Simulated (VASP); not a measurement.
# ZrPb2 (P6/mmm) in VASP: a series of runs

Runs on ZrPb2. Level: PBEsol. Tasks: relaxation of shape and atoms at fixed volume.

All numbers are computed with VASP 6.6.1; they aren't measurements. Logs are shortened: lines on timing, memory, paths and dates and some standing lists are left out, and cuts for length are marked.

### Step 1. The cell of the first run

It takes space group P6/mmm (No. 191, hexagonal). The conventional cell has a = 5.306 Å, b = 5.306 Å, c = 3.082 Å, α = 90.00°, β = 90.00°, γ = 120.00°. Zr (site symmetry 6/mmm) has 2 Zr at 3.08 Å and 12 Pb at 3.43 Å within 4.1 Å. Pb (site symmetry -6m2) has 5 Pb at 3.06 to 3.08 Å and 6 Zr at 3.43 Å within 4.0 Å.

### Step 2. Relaxation of shape and atoms at fixed volume, PBEsol (25.05 Å³/atom)

Contents of INCAR:

```
  PREC = Accurate
  ENCUT = 600
  EDIFF = 1E-6
  ISMEAR = 0
  SIGMA = 0.05
  LREAL = F
  LASPH = T
  NELM = 80
  ALGO = Normal
  ISIF = 4
  LWAVE = F
  LCHARG = F
  GGA = PS
  IBRION = 2
  NSW = 60
  EDIFFG = -0.01
```

Contents of KPOINTS:

```
regular mesh
0
Gamma
  8 8 8
```

Contents of POSCAR:

```
ZrPb2
1.0
    5.3062983699      0.0000000000      0.0000000000
   -2.6531491849      4.5953891884      0.0000000000
    0.0000000000      0.0000000000      3.0817619626
Zr Pb
1 2
Direct
    0.0000000000      0.0000000000      0.0000000000
    0.3333333333      0.6666666667      0.5000000000
    0.6666666667      0.3333333333      0.5000000000
```

Potentials or basis: VASP PAW PBE potentials, release 64 (Zr_sv, Pb_d).

On the command line:

```console
$ cat potpaw_PBE.64/Zr_sv/POTCAR potpaw_PBE.64/Pb_d/POTCAR > POTCAR
$ mpirun -np 1 vasp_std > vasp.out
```

OUTCAR:

```text
PREC = Accurate
   ENCUT = 600
   EDIFF = 1E-6
   ISMEAR = 0
   LREAL = F
   LASPH = T
   NELM = 80
   ISIF = 4
   GGA = PS
   IBRION = 2
   NSW = 60
   EDIFFG = -0.01

 ion  position               nearest neighbor table
   1  0.000  0.000  0.000-   2 3.43   3 3.43   2 3.43   3 3.43   2 3.43   2 3.43   3 3.43   3 3.43
                             3 3.43   3 3.43   2 3.43   2 3.43
   2  0.333  0.667  0.500-   3 3.06   3 3.06   3 3.06   1 3.43   1 3.43   1 3.43   1 3.43   1 3.43
                             1 3.43
   3  0.667  0.333  0.500-   2 3.06   2 3.06   2 3.06   1 3.43   1 3.43   1 3.43   1 3.43   1 3.43
                             1 3.43

  LATTYP: Found a hexagonal cell.
 ALAT       =     5.3062983699
 C/A-ratio  =     0.5807743455

  Lattice vectors:

 A1 = (   5.3062983699,   0.0000000000,   0.0000000000)
 A2 = (  -2.6531491849,   4.5953891884,   0.0000000000)
 A3 = (   0.0000000000,   0.0000000000,   3.0817619626)

Analysis of symmetry for initial positions (statically):
=====================================================================
 Subroutine PRICEL returns:
 Original cell was already a primitive cell.

 Routine SETGRP: Setting up the symmetry group for a
 hexagonal supercell.

 Subroutine GETGRP returns: Found 24 space group operations
 (whereof 24 operations were pure point group operations)
 out of a pool of 24 trial point group operations.

The static configuration has the point symmetry D_6h.

Analysis of symmetry for dynamics (positions and initial velocities):
=====================================================================
 Subroutine PRICEL returns:
 Original cell was already a primitive cell.

 Routine SETGRP: Setting up the symmetry group for a
 hexagonal supercell.

 Subroutine GETGRP returns: Found 24 space group operations
 (whereof 24 operations were pure point group operations)
 out of a pool of 24 trial point group operations.

The dynamic configuration has the point symmetry D_6h.

 Subroutine INISYM returns: Found 24 space group operations
 (whereof 24 operations are pure point group operations),
 and found     1 'primitive' translations

----------------------------------------------------------------------------------------

                                     Primitive cell

  volume of cell :      75.1472

  direct lattice vectors                    reciprocal lattice vectors
     5.306298370  0.000000000  0.000000000     0.188455290  0.108804713  0.000000000
    -2.653149185  4.595389188  0.000000000     0.000000000  0.217609425  0.000000000
     0.000000000  0.000000000  3.081761963     0.000000000  0.000000000  0.324489695

  length of vectors
     5.306298370  5.306298370  3.081761963     0.217609425  0.217609425  0.324489695

  position of ions in fractional coordinates (direct lattice)
     0.000000000  0.000000000  0.000000000
     0.333333333  0.666666667  0.500000000
     0.666666667  0.333333333  0.500000000

  ion indices of the primitive-cell ions
   primitive index   ion index
                 1           1
                 2           2
                 3           3

----------------------------------------------------------------------------------------

 KPOINTS: regular mesh

Automatic generation of k-mesh.
 Grid dimensions read from file:
 generate k-points for:    8    8    8

 Generating k-lattice:

  Cartesian coordinates                     Fractional coordinates (reciprocal lattice)
     0.023556911  0.013600589  0.000000000     0.125000000 -0.000000000  0.000000000
     0.000000000  0.027201178  0.000000000     0.000000000  0.125000000  0.000000000
[... 55 lines left out ...]
   LASPH  =      T    aspherical Exc in radial PAW
   ENCUT  =  600.0 eV  44.10 Ry    6.64 a.u.  10.60 10.60  6.16*2*pi/ulx,y,z
   NELM   =     80;   NELMIN=  2; NELMDL= -5     # of ELM steps
   EDIFF  = 0.1E-05   stopping-criterion for ELM
   LREAL  =      F    real-space projection
   EDIFFG = -.1E-01   stopping-criterion for IOM
   NSW    =     60    number of steps for IOM
   IBRION =      2    ionic relax: 0-MD 1-quasi-New 2-CG
   NFREE  =      1    steps in history (QN), initial steepest desc. (CG)
   ISIF   =      4    stress and relaxation
   ISYM   =      2    0-nonsym 1-usesym 2-fastsym
   POTIM  = 0.5000    time-step for ionic-motion
   TEBEG  =    0.0;   TEEND  =   0.0 temperature during run
   PSTRESS=    0.0 pullay stress
   NELECT =      40.0000    total number of electrons
   NUPDOWN=      -1.0000    fix difference up-down
   EMIN   =  10.00;   EMAX   =-10.00  energy-range for DOS
   EFERMI =   0.00;   METHOD = LEGACY
   ISMEAR =     0;   SIGMA  =   0.05  broadening in eV -4-tet -1-fermi 0-gaus
   EFERMI_NEDOS =   21; number of points for ismear=-14 and -15
   IALGO  =     38    algorithm
   IMIX   =      4    mixing-type and parameters
     AMIX     =   0.40;   BMIX     =  1.00
     AMIX_MAG =   1.60;   BMIX_MAG =  1.00
  volume/ion in A,a.u.               =      25.05       169.04
  Fermi-wavevector in a.u.,A,eV,Ry     =   1.326754  2.507202 23.950019  1.760277
  Thomas-Fermi vector in A             =   2.456117
   LORBIT       =      0    0 simple, 1 ext, 2 COOP (PROOUT), +10 PAW based schemes
   GGA     = PS    functional components
   LHFCALC =     F    Hartree Fock is set to
   AEXX    =    0.0000 exact exchange contribution
   IVDW    =     0    specifies the selected vdW correction
   LEPSILON=     F    determine dielectric tensor
   LRPA    =     F    only Hartree local field effects (RPA)
 conjugate gradient relaxation of ions
 non-spin polarized calculation
 Gauss-broadening in eV      SIGMA  =   0.05
  energy-cutoff  :      600.00
  volume of cell :       75.15
 maximum number of plane-waves:      2533
   NGX = 21   NGY = 21   NGZ = 13

--------------------------------------- Ionic step        1  -------------------------------------------

 number of electron      40.0000002 magnetization

 Free energy of the ion-electron system (eV)
  ---------------------------------------------------
  ext. energy  EPLUGINS =         0.00000000
  ---------------------------------------------------
  free energy    TOTEN  =       -16.67466374 eV

  energy without entropy =      -16.67234006  energy(sigma->0) =      -16.67350190

------------------------ aborting loop because EDIFF is reached ----------------------------------------

  FORCE on cell =-STRESS in cart. coord.  units (eV):
  Direction    XX          YY          ZZ          XY          YZ          ZX
  --------------------------------------------------------------------------------------
  -------------------------------------------------------------------------------------
  Total        0.7197053      0.7197053      0.8066265      0.0000000      0.0000000      0.0000000
  in kB       15.3444808     15.3444808     17.1976850      0.0000000      0.0000000      0.0000000
  external PRESSURE =      15.9622156 kB  Pullay stress =       0.0000000 kB

 VOLUME and BASIS-vectors are now :
 -----------------------------------------------------------------------------
  energy-cutoff  :      600.00
  volume of cell :       75.15
      direct lattice vectors                 reciprocal lattice vectors
     5.306298370  0.000000000  0.000000000     0.188455290  0.108804713  0.000000000
    -2.653149185  4.595389188  0.000000000     0.000000000  0.217609425  0.000000000
     0.000000000  0.000000000  3.081761963     0.000000000  0.000000000  0.324489695

 POSITION                                       TOTAL-FORCE (eV/Angst)
 -----------------------------------------------------------------------------------
      0.00000      0.00000      0.00000        -0.000000      0.000000      0.000000
     -0.00000      3.06359      1.54088        -0.000000      0.000000      0.000000
      2.65315      1.53180      1.54088         0.000000      0.000000      0.000000
 -----------------------------------------------------------------------------------
    total drift:                               -0.000000      0.000000     -0.000000

  FREE ENERGIE OF THE ION-ELECTRON SYSTEM (eV)
  ---------------------------------------------------
  free  energy   TOTEN  =       -16.6746637410 eV

  energy  without entropy=      -16.6723400645  energy(sigma->0) =      -16.67350190

--------------------------------------- Ionic step        2  -------------------------------------------

 number of electron      40.0000002 magnetization

 Free energy of the ion-electron system (eV)
  ---------------------------------------------------
  ext. energy  EPLUGINS =         0.00000000
  ---------------------------------------------------
  free energy    TOTEN  =       -16.67469188 eV

  energy without entropy =      -16.67234454  energy(sigma->0) =      -16.67351821

 E-fermi :   8.8527     XC(G=0): -11.1416

 val. band max:        8.8419903134   @ k =   0.1250   0.1250   0.2500
 cond. band min:       8.8705555385   @ k =   0.2500   0.0000   0.2500
 fundamental gap:      0.0285652251
 Fermi energy:         8.8526821073

 k-point     1 :       0.0000    0.0000    0.0000
  band No.  band energies     occupation
      1     -40.2771      2.00000
      2     -18.4026      2.00000
      3     -18.4026      2.00000
      4     -17.8132      2.00000
      5      -8.3475      2.00000
      6      -8.0966      2.00000
[... 637 lines left out ...]
     23      10.6799      0.00000
     24      10.9790      0.00000

 [... further k-points ...]
[... 5 lines left out ...]
  --------------------------------------------------------------------------------------
  -------------------------------------------------------------------------------------
  Total        0.7497322      0.7497322      0.7316898      0.0000000     -0.0000000      0.0000000
  in kB       15.9846697     15.9846697     15.5999967      0.0000000     -0.0000000      0.0000000
  external PRESSURE =      15.8564453 kB  Pullay stress =       0.0000000 kB

 VOLUME and BASIS-vectors are now :
 -----------------------------------------------------------------------------
  energy-cutoff  :      600.00
  volume of cell :       75.15
      direct lattice vectors                 reciprocal lattice vectors
     5.303827193  0.000000000  0.000000000     0.188543096  0.108855407  0.000000000
    -2.651913596  4.593249086 -0.000000000    -0.000000000  0.217710815 -0.000000000
    -0.000000000  0.000000000  3.084634361    -0.000000000  0.000000000  0.324187532

 POSITION                                       TOTAL-FORCE (eV/Angst)
 -----------------------------------------------------------------------------------
      5.30383      0.00000      0.00000        -0.000000      0.000000      0.000000
     -0.00000      3.06217      1.54232         0.000000      0.000000     -0.000000
      2.65191      1.53108      1.54232        -0.000000      0.000000     -0.000000
 -----------------------------------------------------------------------------------
    total drift:                                0.000000      0.000000     -0.000000

  FREE ENERGIE OF THE ION-ELECTRON SYSTEM (eV)
  ---------------------------------------------------
  free  energy   TOTEN  =       -16.6746918825 eV

  energy  without entropy=      -16.6723445360  energy(sigma->0) =      -16.67351821

 reached required accuracy - stopping structural energy minimisation
```

Run time: 2.9 min. Hardware: 1 thread of Intel Xeon 8259CL, shared host; peak memory 0.29 GiB.

Results:

* Free energy: -16.6747 eV
* Energy gained by relaxing: 0.0 meV/atom
* Ionic steps: 2
* Pressure after relaxing: 1.6 GPa
* Band gap on the k mesh: zero (bands 20 and 21 overlap by 1.77 eV)

Final structure:
```
Zr Pb
1.0
     5.30383    0.00000    0.00000
    -2.65191    4.59325    0.00000
     0.00000    0.00000    3.08463
Zr Pb
1 2
Direct
  0.00000 0.00000 0.00000
  0.33333 0.66667 0.50000
  0.66667 0.33333 0.50000
```

Caveat: the PAW data sets were made with another functional, which shifts forces and pressure a little; spin-orbit coupling is left out, which moves the levels of the heavy elements.

(Part 1 of 2 ends here.)

The gap in the log of VASP goes by the Fermi energy; the results here count the filled bands.